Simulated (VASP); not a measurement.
MnSb:

```xyz
2
Lattice="0.0000 2.7950 2.7950 2.7950 0.0000 2.7950 2.7950 2.7950 0.0000" Properties=species:S:1:pos:R:3 pbc="T T T"
Sb    2.7950    2.7950    2.7950
Mn    0.0000    0.0000    0.0000
```

Base run:

| Property | Result |
| --- | --- |
| Program | VASP 6.6.1 |
| Functional | PBE |
| Potentials or basis | VASP PAW PBE potentials, release 64 (Sb_d_GW, Mn_sv) |
| Cutoff | 680 eV |
| k mesh | 7 × 7 × 7 |
| Occupations | fermi-dirac, width 0.05 eV |
| Spin | collinear spin, ferromagnetic start |
| Starting moments | [0.0, 5.0] μB |
| Fixed moment | 5 μB |

Its results: pressure 6.7 GPa; site moments Sb +0.24; Mn +3.92 μB.

Question: After a change of settings the same cell gave: pressure 38.3 GPa; site moments Sb +1.12; Mn +4.58 μB. Which change was it?
A. fixed moment from 5 μB to 3 μB; moments at the start from [0.0, 5.0] to [0.0, 3.0]
B. fixed moment from 5 μB to 2 μB; moments at the start from [0.0, 5.0] to [0.0, 2.0]
C. fixed moment from 5 μB to 8 μB; moments at the start from [0.0, 5.0] to [0.0, 8.0]
D. fixed moment from 5 μB to 4 μB; moments at the start from [0.0, 5.0] to [0.0, 4.0]

Answer: C.

Caveats: the cell stands under pressure; the total moment is fixed, so each spin has its own Fermi level and the state may be an excited one; a cell with one magnetic atom can't hold antiferromagnetic order, which such compounds often take.
